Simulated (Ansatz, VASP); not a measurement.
Two plane-wave programs on Bi

```
CELL_PARAMETERS angstrom
-1.65202 1.65202 2.40038
1.65202 -1.65202 2.40038
1.65202 1.65202 -2.40038
ATOMIC_POSITIONS crystal
Bi 0.00000 0.00000 0.00000
```

Alike in both runs: task single point; functional PBEsol; dispersion D3(BJ); k mesh 18 × 18 × 18; occupations gaussian, width 0.15 eV; no spin polarisation.

|  | VASP | Ansatz |
| --- | --- | --- |
| version | VASP 6.6.1 | Ansatz 0.2.0 |
| potentials or method | VASP PAW PBE potentials, release 64 (Bi_d), cutoff 520 eV | scalar-relativistic, plane waves, PAW |
| valence electrons in the cell | 15 | 15 |

```tsv
	VASP	Ansatz	Ansatz less VASP
gap on the k mesh at the Fermi level (eV)	none	none	-
pressure (GPa)	7.5	7.6	+0.04
```

VASP's potentials were made for PBE, not for PBEsol. A gap of «none» marks a metal or a gap that the smearing closes.

Spin-orbit coupling is off throughout.
